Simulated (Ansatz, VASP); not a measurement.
One calculation of MoS2, two programs

The input INCAR:

```
SYSTEM = MoS2
ALGO = Normal ; EDIFF = 1E-6
ENCUT = 520 ; GGA = PE
ISIF = 2 ; ISMEAR = 1
LASPH = .True. ; LCHARG = .True.
LELF = .True. ; LREAL = .False.
LVHAR = .True. ; LWAVE = .False.
NBANDS = 20 ; NELM = 60
PREC = Accurate ; SIGMA = 0.1
```

The input KPOINTS:

```
k-points
0
Gamma
  8 8 8
  0 0 0
```

POSCAR

```
MoS2
1.0
    1.5855000000      0.9153890000      6.1149970000
   -1.5855000000      0.9153890000      6.1149970000
    0.0000000000     -1.8307780000      6.1149970000
Mo S
1 2
Direct
    0.0000000000      0.0000000000      0.0000000000
    0.7500000000      0.7500000000      0.7500000000
    0.2500000000      0.2500000000      0.2500000000
```

Input for Ansatz:

```yaml
crystal:
  lattice:
    - [1.5855, 0.915389, 6.114997]
    - [-1.5855, 0.915389, 6.114997]
    - [0.0, -1.830778, 6.114997]
  atoms:
    - { symbol: Mo, position: [0.0, 0.0, 0.0] }
    - { symbol: S, position: [0.75, 0.75, 0.75] }
    - { symbol: S, position: [0.25, 0.25, 0.25] }
basis:
  ecutwfc: 475.0
kpoints:
  mp_grid:
    grid: [8, 8, 8]
hamiltonian:
  xc: pbe
scf:
  occupations:
    method: cold
    width: 0.1
output:
  stress: true
```

Alike in both runs: task single point; functional PBE; k mesh 8 × 8 × 8; no spin polarisation.

|  | VASP | Ansatz |
| --- | --- | --- |
| version | VASP 6.6.1 | Ansatz 0.2.0 |
| potentials or method | VASP PAW PBE potentials, release 64 (Mo_sv, S), cutoff 520 eV | plane waves, PAW |
| occupations | methfessel-paxton of order 1, width 0.1 eV | cold, width 0.1 eV |
| valence electrons in the cell | 26 | 26 |

Ansatz gave:

| Item | Value |
| --- | --- |
| pressure (GPa) | 8.0 |
| traceless stress, the component that is largest in VASP (GPa) | 2.60 |

Task: Estimate VASP's values.

Result: Pressure (GPa): 7.8; traceless stress, the component that is largest in VASP (GPa): 2.63.
